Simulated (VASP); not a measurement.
A run of VASP 6.6.1 is set up as follows.

INCAR

```
SYSTEM = La2Zr3O
  PREC = Accurate
  ENCUT = 600
  EDIFF = 1E-7
  ISMEAR = 0
  SIGMA = 0.1
  LREAL = .FALSE.
  LASPH = .TRUE.
  NELM = 80
  ALGO = Normal
  ISIF = 3
  LWAVE = .FALSE.
  LCHARG = .FALSE.
  GGA = PE
  IBRION = 2
  NSW = 90
  EDIFFG = -0.04
```

File KPOINTS:

```
regular mesh
0
G
  6 6 2
  0 0 0
```

File POSCAR:

```
La2Zr3O
1.0
    4.1577466200      0.0000000000      0.0000000000
   -2.0788733100      3.6007142000      0.0000000000
    0.0000000000      0.0000000000      7.7711273400
La Zr O
2 3 1
Direct
    0.6666666700      0.3333333300      0.2354539900
    0.6666666700      0.3333333300      0.7645460100
    0.0000000000      0.0000000000      0.5000000000
    0.3333333300      0.6666666700      0.0000000000
    0.3333333300      0.6666666700      0.5000000000
    0.0000000000      0.0000000000      0.0000000000
```

Potentials or basis: VASP PAW PBE potentials, release 64 (La, Zr_sv, O).

Launch:

```bash
$ cat potpaw_PBE.64/La/POTCAR potpaw_PBE.64/Zr_sv/POTCAR potpaw_PBE.64/O/POTCAR > POTCAR
$ mpirun -np 1 vasp_std > vasp.out
```

(1) What does it give for the band gap on the k mesh?

(2) Estimate the relaxed volume.

(3) What does it give for the relaxed cell?

(4) What does it give for the space group after relaxing (to 0.05 Å)?

Answers

(1) zero (band 32 reaches 8.55 eV, above the bottom of band 33 at 8.10 eV).

(2) 24.49 Å³/atom.

(3) a = 4.529 Å, b = 4.529 Å, c = 8.270 Å, α = 90.00°, β = 90.00°, γ = 120.00°.

(4) P-6m2 (No. 187).

Caveat: the k points lie up to 0.38 Å⁻¹ apart in the final cell; the volume moved by over 15 % at a fixed basis, so the end points are rough; spin-orbit coupling is left out, which moves the levels of the heavy elements.
